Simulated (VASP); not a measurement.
Here is a VASP 6.6.1 calculation.

File INCAR:

```
SYSTEM = Ti2SeS
ALGO     = Normal         ! electronic algorithm
EDIFF    = 1E-6           ! SCF threshold, eV
ENCUT    = 520            ! plane-wave cutoff, eV
GGA      = PE             ! functional
ISIF     = 2              ! what is computed and relaxed
ISMEAR   = 0              ! smearing method
ISPIN    = 2              ! spin polarisation
LASPH    = .True.         ! aspherical terms in the spheres
LCHARG   = .True.         ! write CHGCAR
LELF     = .True.         ! ELF
LMAXMIX  = 4              ! l up to which the mixer works
LORBIT   = 11             ! projections on sites
LREAL    = .False.        ! projectors in reciprocal space
LVHAR    = .True.       
LWAVE    = .False.        ! write WAVECAR
MAGMOM   = 1 1 0 0        ! initial moments
NBANDS   = 30             ! bands
NELM     = 150            ! most SCF steps
PREC     = Accurate       ! precision mode
SIGMA    = 0.15           ! smearing width, eV
```

The input KPOINTS:

```
k-points
0
Gamma
  4 4 4
  0 0 0
```

Contents of POSCAR:

```
Ti2SeS
1.0
    1.7957505962      1.0367770901      5.9702976256
   -1.7957505962      1.0367770901      5.9702976256
    0.0000000000     -2.0735541802      5.9702976256
Ti Se S
2 1 1
Direct
    0.2674964123      0.2674964123      0.2674964123
    0.7325035877      0.7325035877      0.7325035877
    0.5000000000      0.5000000000      0.5000000000
    0.0000000000      0.0000000000      0.0000000000
```

Potentials or basis: VASP PAW PBE potentials, release 64 (Ti_sv, Se, S).

Command:

```sh
$ cat potpaw_PBE.64/Ti_sv/POTCAR potpaw_PBE.64/Se/POTCAR potpaw_PBE.64/S/POTCAR > POTCAR
$ mpirun -np 1 vasp_std > vasp.out
```

Q: What does it give for the pressure?

A: 0.2 GPa.

Q: Predict the largest force.

A: 0.022 eV/Å.

Q: Estimate the net moment.

A: 0.00 μB per cell.

Q: Predict the band gap on the k mesh.

A: Zero (filled and empty bands overlap).

Forces in eV/Å, atoms in the order of the input:
```
Ti   0.000  0.000 -0.022
Ti   0.000  0.000  0.022
Se   0.000  0.000  0.000
S    0.000  0.000  0.000
```

Caveat: the k points lie up to 0.51 Å⁻¹ apart.
